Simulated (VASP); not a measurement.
Wanted: the native input for a VASP 6.6.1 run.

```yaml
Task: single point
Functional: PBE
Potentials_or_basis: VASP PAW PBE potentials, release 64 (Sn_d, Ir)
Cutoff: 520 eV
k_mesh: 16 × 16 × 6
Occupations: gaussian, width 0.1 eV
Spin: collinear spin
Starting_moments: "[0.0, 0.33, 0.33, 0.3] μB"
Dipole_correction: no
Further_INCAR_settings: ALGO = Normal; EDIFF = 1e-06; NBANDS = 32
```

The structure of SnIr3 lies in POSCAR:

```
SnIr3
1.0
    2.8049169983      0.0000000000      0.0000000000
    0.0000000000      2.8049169983      0.0000000000
    0.0000000000      0.0000000000      8.9904910873
Sn Ir
1 3
Direct
    0.0000000000      0.0000000000      0.0000000000
    0.0000000000      0.5000000000      0.7394784915
    0.5000000000      0.0000000000      0.2605215085
    0.0000000000      0.0000000000      0.5000000000
```

The cell was built from a structure type or drawn by symmetry, and may not be a known phase.

These files were run (other wordings do the same):

INCAR

```
PREC = Accurate
ENCUT = 520
EDIFF = 1E-6
ISMEAR = 0
SIGMA = 0.1
LREAL = False
LASPH = True
NELM = 150
ALGO = Normal
ISIF = 2
LWAVE = False
LCHARG = False
ISPIN = 2
MAGMOM = 0 0.33 0.33 0.3
LORBIT = 11
LMAXMIX = 4
GGA = PE
NBANDS = 32
```

KPOINTS

```
Automatic mesh
0
Gamma
  16 16 6
```

Potentials or basis: VASP PAW PBE potentials, release 64 (Sn_d, Ir).

The run is started by

```bash
$ cat potpaw_PBE.64/Sn_d/POTCAR potpaw_PBE.64/Ir/POTCAR > POTCAR
$ mpirun -np 1 vasp_std > vasp.out
```

Results of the run:

```json
{
 "Pressure": "0.1 GPa",
 "Largest force": "0.009 eV/Å",
 "Net moment": "0.00 μB per cell",
 "Valence electrons inside the program's atomic spheres": "Sn 12.55; Ir 8.19, 8.16 (each value once)"
}
```

Run time: 17 min on 1 thread of Oxide Virtual Turin-like Processor, with other jobs on the host, peak memory 0.62 GiB.
